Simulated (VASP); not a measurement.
Input of a VASP 6.6.1 run:

The input INCAR:

```
SYSTEM = WC
  PREC = Accurate
  ENCUT = 520
  EDIFF = 1E-6
  ISMEAR = 1
  SIGMA = 0.2
  LREAL = .FALSE.
  LASPH = .TRUE.
  NELM = 100
  ALGO = Normal
  ISIF = 2
  LWAVE = .FALSE.
  LCHARG = .FALSE.
  GGA = PS
  NBANDS = 16
```

KPOINTS

```
regular mesh
0
G
  18 18 16
  0 0 0
```

POSCAR

```
WC
1.0
    2.9005014360      0.0000000000      0.0000000000
   -1.4502507180      2.5119079273      0.0000000000
    0.0000000000      0.0000000000      2.8290000000
W C
1 1
Direct
    0.0000000000      0.0000000000      0.0000000000
    0.6134442020      0.3067221010      0.4600831515
```

Potentials or basis: VASP PAW PBE potentials, release 64 (W_sv, C).

Run with:

```sh
$ cat potpaw_PBE.64/W_sv/POTCAR potpaw_PBE.64/C/POTCAR > POTCAR
$ mpirun -np 1 vasp_std > vasp.out
```

**Question.** Predict the pressure.

**Answer.** 6.5 GPa.

**Question.** What does it give for the largest force?

**Answer.** 3.011 eV/Å.

Forces on the atoms (eV/Å):
```
W   -2.095 -1.210 -1.792
C    2.095  1.210  1.792
```

Caveat: the cell differs from its parent crystal (all C atoms moved +0.175 Å, as atom 2 towards its neighbour atom 1 (W) at 2.192 Å); the stress differs along the axes, from 2 to 10 GPa; the PAW data sets were made with another functional, which shifts forces and pressure a little.
